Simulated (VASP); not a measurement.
# K2NaBCl6 (P4/mmm) in VASP: single point with PBE

Aim: the single point of K2NaBCl6 with PBE.

Program: VASP 6.6.1. These are calculated values, not measurements. Logs are shortened: lines on timing, memory, paths and dates and some standing lists are left out, and cuts for length are marked.

### Step 1. The cell of the first run

The structure is tetragonal, space group P4/mmm (No. 123). Conventional cell: a = 4.899 Å, b = 4.899 Å, c = 9.797 Å, α = 90.00°, β = 90.00°, γ = 90.00°. K (site symmetry 4mm) has 12 Cl at 3.46 Å and 4 Na at 4.24 Å and 4 B at 4.24 Å within 4.6 Å. Na (site symmetry 4/mmm) has 6 Cl at 2.45 Å within 3.2 Å. B (site symmetry 4/mmm) has 6 Cl at 2.45 Å within 3.2 Å. Cl (site symmetry mmm) has 2 B at 2.45 Å within 3.2 Å. Cl (site symmetry mmm) has 2 Na at 2.45 Å within 3.2 Å. Within 3.2 Å of Cl (site symmetry 4mm) lie 1 Na at 2.45 Å and 1 B at 2.45 Å.

### Step 2. Single point, PBE

INCAR

```
PREC = Accurate
ENCUT = 520
EDIFF = 1E-7
ISMEAR = 0
SIGMA = 0.1
LREAL = False
LASPH = True
NELM = 80
ALGO = Normal
ISIF = 2
LWAVE = False
LCHARG = False
GGA = PE
NBANDS = 46
```

KPOINTS

```
regular mesh
0
Gamma
  4 4 2
```

POSCAR

```
K2NaBCl6
1.0
    4.8986443200      0.0000000000      0.0000000000
    0.0000000000      4.8986443200      0.0000000000
    0.0000000000      0.0000000000      9.7972886400
K Na B Cl
2 1 1 6
Direct
    0.5000000000      0.5000000000      0.2500000000
    0.5000000000      0.5000000000      0.7500000000
    0.0000000000      0.0000000000      0.5000000000
    0.0000000000      0.0000000000      0.0000000000
    0.5000000000      0.0000000000      0.0000000000
    0.5000000000      0.0000000000      0.5000000000
    0.0000000000      0.5000000000      0.0000000000
    0.0000000000      0.5000000000      0.5000000000
    0.0000000000      0.0000000000      0.2500000000
    0.0000000000      0.0000000000      0.7500000000
```

Potentials or basis: VASP PAW PBE potentials, release 64 (K_sv, Na_pv, B, Cl).

Launch:

```sh
cat potpaw_PBE.64/K_sv/POTCAR potpaw_PBE.64/Na_pv/POTCAR potpaw_PBE.64/B/POTCAR potpaw_PBE.64/Cl/POTCAR > POTCAR
mpirun -np 1 vasp_std > vasp.out
```

OUTCAR:

```text
PREC = Accurate
   ENCUT = 520
   EDIFF = 1E-7
   ISMEAR = 0
   LREAL = False
   LASPH = True
   NELM = 80
   ISIF = 2
   GGA = PE

 ion  position               nearest neighbor table
   1  0.500  0.500  0.250-
   2  0.500  0.500  0.750-
   3  0.000  0.000  0.500-   6 2.45   8 2.45   9 2.45  10 2.45   8 2.45   6 2.45
   4  0.000  0.000  0.000-
   5  0.500  0.000  0.000-
   6  0.500  0.000  0.500-   3 2.45   3 2.45
   7  0.000  0.500  0.000-
   8  0.000  0.500  0.500-   3 2.45   3 2.45
   9  0.000  0.000  0.250-   3 2.45
  10  0.000  0.000  0.750-   3 2.45

  LATTYP: Found a simple tetragonal cell.
 ALAT       =     4.8986443200
 C/A-ratio  =     2.0000000000

  Lattice vectors:

 A1 = (   4.8986443200,   0.0000000000,   0.0000000000)
 A2 = (   0.0000000000,   4.8986443200,   0.0000000000)
 A3 = (   0.0000000000,   0.0000000000,   9.7972886400)

Analysis of symmetry for initial positions (statically):
=====================================================================
 Subroutine PRICEL returns:
 Original cell was already a primitive cell.

 Routine SETGRP: Setting up the symmetry group for a
 simple tetragonal supercell.

 Subroutine GETGRP returns: Found 16 space group operations
 (whereof 16 operations were pure point group operations)
 out of a pool of 16 trial point group operations.

The static configuration has the point symmetry D_4h.

Analysis of symmetry for dynamics (positions and initial velocities):
=====================================================================
 Subroutine PRICEL returns:
 Original cell was already a primitive cell.

 Routine SETGRP: Setting up the symmetry group for a
 simple tetragonal supercell.

 Subroutine GETGRP returns: Found 16 space group operations
 (whereof 16 operations were pure point group operations)
 out of a pool of 16 trial point group operations.

The dynamic configuration has the point symmetry D_4h.

 Subroutine INISYM returns: Found 16 space group operations
 (whereof 16 operations are pure point group operations),
 and found     1 'primitive' translations

----------------------------------------------------------------------------------------

                                     Primitive cell

  volume of cell :     235.1028

  direct lattice vectors                    reciprocal lattice vectors
     4.898644320  0.000000000  0.000000000     0.204138111  0.000000000  0.000000000
     0.000000000  4.898644320  0.000000000     0.000000000  0.204138111  0.000000000
     0.000000000  0.000000000  9.797288640     0.000000000  0.000000000  0.102069056

  length of vectors
     4.898644320  4.898644320  9.797288640     0.204138111  0.204138111  0.102069056

  position of ions in fractional coordinates (direct lattice)
     0.500000000  0.500000000  0.250000000
     0.500000000  0.500000000  0.750000000
     0.000000000  0.000000000  0.500000000
     0.000000000  0.000000000  0.000000000
     0.500000000  0.000000000  0.000000000
     0.500000000  0.000000000  0.500000000
     0.000000000  0.500000000  0.000000000
     0.000000000  0.500000000  0.500000000
     0.000000000  0.000000000  0.250000000
     0.000000000  0.000000000  0.750000000

  ion indices of the primitive-cell ions
   primitive index   ion index
                 1           1
                 2           2
                 3           3
                 4           4
                 5           5
                 6           6
                 7           7
                 8           8
                 9           9
                10          10

----------------------------------------------------------------------------------------

 KPOINTS: regular mesh

Automatic generation of k-mesh.
 Grid dimensions read from file:
 generate k-points for:    4    4    2

 Generating k-lattice:

  Cartesian coordinates                     Fractional coordinates (reciprocal lattice)
     0.051034528  0.000000000  0.000000000     0.250000000  0.000000000  0.000000000
     0.000000000  0.051034528  0.000000000     0.000000000  0.250000000  0.000000000
     0.000000000  0.000000000  0.051034528     0.000000000  0.000000000  0.500000000

  Length of vectors
     0.051034528  0.051034528  0.051034528

  Shift w.r.t. Gamma in fractional coordinates (k-lattice)
     0.000000000  0.000000000  0.000000000

 Subroutine IBZKPT returns following result:
 ===========================================

 Found     12 irreducible k-points:

 Following reciprocal coordinates:
            Coordinates               Weight
  0.000000  0.000000  0.000000      1.000000
  0.250000  0.000000  0.000000      4.000000
  0.500000  0.000000  0.000000      2.000000
  0.250000  0.250000  0.000000      4.000000
  0.500000  0.250000  0.000000      4.000000
  0.500000  0.500000  0.000000      1.000000
  0.000000  0.000000  0.500000      1.000000
  0.250000  0.000000  0.500000      4.000000
  0.500000  0.000000  0.500000      2.000000
  0.250000  0.250000  0.500000      4.000000
  0.500000  0.250000  0.500000      4.000000
  0.500000  0.500000  0.500000      1.000000
   k-points           NKPTS =     12   k-points in BZ     NKDIM =     12   number of bands    NBANDS=     46
   number of dos      NEDOS =    301   number of ions     NIONS =     10
   total plane-waves  NPLWV = 103680
   dimension x,y,z NGX =    36 NGY =   36 NGZ =   80
   dimension x,y,z NGXF=    72 NGYF=   72 NGZF=  160
   ions per type =               2   1   1   6
   NGX,Y,Z   is equivalent  to a cutoff of  12.22, 12.22, 13.57 a.u.
   NGXF,Y,Z  is equivalent  to a cutoff of  24.43, 24.43, 27.15 a.u.
 SYSTEM =  unknown system
   PREC   = accura    normal or accurate (medium, high low for compatibility)
   ISTART =      0    job   : 0-new  1-cont  2-samecut
   ICHARG =      2    charge: 1-file 2-atom 10-const
   ISPIN  =      1    spin polarized calculation?
   LNONCOLLINEAR =      F non collinear calculations
   LSORBIT =      F    spin-orbit coupling
   LASPH  =      T    aspherical Exc in radial PAW
   ENCUT  =  520.0 eV  38.22 Ry    6.18 a.u.   9.11  9.11 18.22*2*pi/ulx,y,z
   NELM   =     80;   NELMIN=  2; NELMDL= -5     # of ELM steps
   EDIFF  = 0.1E-06   stopping-criterion for ELM
   LREAL  =      F    real-space projection
   EDIFFG = 0.1E-05   stopping-criterion for IOM
   NSW    =      0    number of steps for IOM
   IBRION =     -1    ionic relax: 0-MD 1-quasi-New 2-CG
   NFREE  =      0    steps in history (QN), initial steepest desc. (CG)
   ISIF   =      2    stress and relaxation
   ISYM   =      2    0-nonsym 1-usesym 2-fastsym
   POTIM  = 0.5000    time-step for ionic-motion
   TEBEG  =    0.0;   TEEND  =   0.0 temperature during run
   PSTRESS=    0.0 pullay stress
   NELECT =      70.0000    total number of electrons
   NUPDOWN=      -1.0000    fix difference up-down
   EMIN   =  10.00;   EMAX   =-10.00  energy-range for DOS
   EFERMI =   0.00;   METHOD = LEGACY
   ISMEAR =     0;   SIGMA  =   0.10  broadening in eV -4-tet -1-fermi 0-gaus
   EFERMI_NEDOS =   21; number of points for ismear=-14 and -15
   IALGO  =     38    algorithm
   IMIX   =      4    mixing-type and parameters
     AMIX     =   0.40;   BMIX     =  1.00
     AMIX_MAG =   1.60;   BMIX_MAG =  1.00
  volume/ion in A,a.u.               =      23.51       158.66
  Fermi-wavevector in a.u.,A,eV,Ry     =   1.093171  2.065794 16.259285  1.195024
  Thomas-Fermi vector in A             =   2.229452
   LORBIT       =      0    0 simple, 1 ext, 2 COOP (PROOUT), +10 PAW based schemes
   GGA     = PE    functional components
   LHFCALC =     F    Hartree Fock is set to
   AEXX    =    0.0000 exact exchange contribution
   IVDW    =     0    specifies the selected vdW correction
   LEPSILON=     F    determine dielectric tensor
   LRPA    =     F    only Hartree local field effects (RPA)
 non-spin polarized calculation
 Gauss-broadening in eV      SIGMA  =   0.10
  energy-cutoff  :      520.00
  volume of cell :      235.10
 maximum number of plane-waves:      6360
   NGX = 19   NGY = 19   NGZ = 37

 number of electron      70.0000027 magnetization

 Free energy of the ion-electron system (eV)
  ---------------------------------------------------
  ext. energy  EPLUGINS =         0.00000000
  ---------------------------------------------------
  free energy    TOTEN  =       -29.65368691 eV

  energy without entropy =      -29.61998814  energy(sigma->0) =      -29.63683752

 E-fermi :   0.3350     XC(G=0):  -8.4926

 val. band max:        0.2997815969   @ k =   0.2500   0.2500   0.5000
 cond. band min:       0.3374974928   @ k =   0.2500   0.0000   0.0000
 fundamental gap:      0.0377158959
 Fermi energy:         0.3349568063

 k-point     1 :       0.0000    0.0000    0.0000
  band No.  band energies     occupation
      1     -27.8721      2.00000
      2     -27.8712      2.00000
      3     -20.3849      2.00000
      4     -20.2778      2.00000
      5     -20.2778      2.00000
      6     -14.4298      2.00000
[... 38 lines left out ...]
     45       7.9023      0.00000
     46       7.9174      0.00000

 k-point     2 :       0.2500    0.0000    0.0000
  band No.  band energies     occupation
      1     -27.8716      2.00000
      2     -27.8707      2.00000
      3     -20.3847      2.00000
      4     -20.2878      2.00000
      5     -20.2776      2.00000
      6     -14.3049      2.00000
[... 38 lines left out ...]
     45       8.4677      0.00000
     46       8.5964      0.00000

 k-point     3 :       0.5000    0.0000    0.0000
  band No.  band energies     occupation
      1     -27.8712      2.00000
      2     -27.8703      2.00000
      3     -20.3846      2.00000
      4     -20.2977      2.00000
      5     -20.2775      2.00000
      6     -14.0623      2.00000
[... 430 lines left out ...]
     45       8.8856      0.00000
     46       9.1421      0.00000

 k-point    12 :       0.5000    0.5000    0.5000
  band No.  band energies     occupation
      1     -27.8699      2.00000
      2     -27.8698      2.00000
      3     -20.3842      2.00000
      4     -20.2974      2.00000
      5     -20.2974      2.00000
      6     -13.8586      2.00000
[... 38 lines left out ...]
     45       8.6469      0.00000
     46       8.6939      0.00000

------------------------ aborting loop because EDIFF is reached ----------------------------------------

  FORCE on cell =-STRESS in cart. coord.  units (eV):
  Direction    XX          YY          ZZ          XY          YZ          ZX
  --------------------------------------------------------------------------------------
  -------------------------------------------------------------------------------------
  Total        1.0551459      1.0551459     -1.3672201      0.0000000      0.0000000      0.0000000
  in kB        7.1906041      7.1906041     -9.3173265      0.0000000      0.0000000      0.0000000
  external PRESSURE =       1.6879606 kB  Pullay stress =       0.0000000 kB

 VOLUME and BASIS-vectors are now :
 -----------------------------------------------------------------------------
  energy-cutoff  :      520.00
  volume of cell :      235.10
      direct lattice vectors                 reciprocal lattice vectors
     4.898644320  0.000000000  0.000000000     0.204138111  0.000000000  0.000000000
     0.000000000  4.898644320  0.000000000     0.000000000  0.204138111  0.000000000
     0.000000000  0.000000000  9.797288640     0.000000000  0.000000000  0.102069056

 POSITION                                       TOTAL-FORCE (eV/Angst)
 -----------------------------------------------------------------------------------
      2.44932      2.44932      2.44932         0.000000      0.000000      0.251061
      2.44932      2.44932      7.34797         0.000000     -0.000000     -0.251061
      0.00000      0.00000      4.89864         0.000000      0.000000      0.000000
      0.00000      0.00000      0.00000         0.000000      0.000000      0.000000
      2.44932      0.00000      0.00000         0.000000      0.000000      0.000000
      2.44932      0.00000      4.89864         0.000000      0.000000      0.000000
      0.00000      2.44932      0.00000         0.000000      0.000000      0.000000
      0.00000      2.44932      4.89864         0.000000      0.000000      0.000000
      0.00000      0.00000      2.44932        -0.000000     -0.000000     -2.893850
      0.00000      0.00000      7.34797         0.000000      0.000000      2.893850
 -----------------------------------------------------------------------------------
    total drift:                                0.000000      0.000000      0.000000

  FREE ENERGIE OF THE ION-ELECTRON SYSTEM (eV)
  ---------------------------------------------------
  free  energy   TOTEN  =       -29.6536869068 eV

  energy  without entropy=      -29.6199881391  energy(sigma->0) =      -29.63683752
```

Run time: 99 s. Hardware: 1 thread of Intel Xeon Platinum 8488C (Sapphire Rapids), shared host; peak memory 0.37 GiB.

Results:

- Free energy: -29.6537 eV
- Pressure: 0.2 GPa
- Largest force: 2.894 eV/Å
- Band gap on the k mesh: zero (band 35 reaches 0.57 eV, above the bottom of band 36 at 0.25 eV)

Forces in eV/Å, atoms in the order of the input:
```
K    0.000  0.000  0.251
K    0.000  0.000 -0.251
Na   0.000  0.000  0.000
B    0.000  0.000  0.000
Cl   0.000  0.000  0.000
Cl   0.000  0.000  0.000
Cl   0.000  0.000  0.000
Cl   0.000  0.000  0.000
Cl   0.000  0.000 -2.894
Cl   0.000  0.000  2.894
```

Stress tensor (GPa, compression positive):
```
 0.72  0.00  0.00
 0.00  0.72  0.00
 0.00  0.00 -0.93
```

Levels at points of the mesh, in eV from the Fermi level:
```tsv
k point	band 32	band 33	band 34	band 35	band 36	band 37	band 38	band 39
(0.00, 0.00, 0.00)	-0.76	-0.66	-0.62	-0.07	-0.07	4.24	5.25	5.80
(0.50, 0.00, 0.00)	-0.97	-0.77	-0.67	-0.27	0.96	2.30	4.02	5.62
(0.50, 0.50, 0.00)	-0.29	-0.26	-0.26	0.23	1.95	1.95	2.15	3.72
(0.00, 0.00, 0.50)	-1.17	-0.68	-0.10	-0.08	-0.08	4.06	5.78	5.78
(0.50, 0.00, 0.50)	-0.89	-0.76	-0.76	-0.44	0.98	2.33	3.98	5.61
(0.50, 0.50, 0.50)	-0.49	-0.49	-0.29	0.23	1.99	1.99	2.12	3.82
```

Caveat: forces of over 1 eV/Å act on the atoms, so gaps and moduli don't describe the material at rest.
